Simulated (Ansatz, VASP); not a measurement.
# Two plane-wave programs on SiMo3

```
Si Mo
1.0
     2.94857    0.00000    0.00000
    -1.47429    2.55354    0.00000
     0.00000    0.00000    8.17240
Si Mo
1 3
Direct
  0.00000 0.00000 0.50000
  0.00000 0.00000 0.00000
  0.66667 0.33333 0.73662
  0.66667 0.33333 0.26338
```

Change from the starting cell: species swapped into the Co3Ir type (P-6m2, No. 187).

Alike in both runs: functional PBE; k mesh 7 × 7 × 2; occupations gaussian, width 0.2 eV; no spin polarisation.

Ansatz relaxed the structure, and its values are those at the end. VASP's run is a single point on that final structure, the one shown.

|  | VASP | Ansatz |
| --- | --- | --- |
| version | VASP 6.6.1 | Ansatz 0.2.0 |
| potentials or method | VASP PAW PBE potentials, release 64 (Si, Mo_sv), cutoff 500 eV | scalar-relativistic, plane waves, PAW |
| valence electrons in the cell | 46 | 46 |

Ansatz gave:

- gap on the k mesh at the Fermi level (eV): none
- pressure (GPa): -0.2
- rms of the force components (eV/Å): 0.000

**Question.** What did VASP give for the same quantities?

**Answer.** gap on the k mesh at the Fermi level (eV): none; pressure (GPa): 0.2; rms of the force components (eV/Å): 0.004.

A gap of «none» marks a metal or a gap that the smearing closes.

The k mesh is coarse, so the values compare programs but aren't converged.
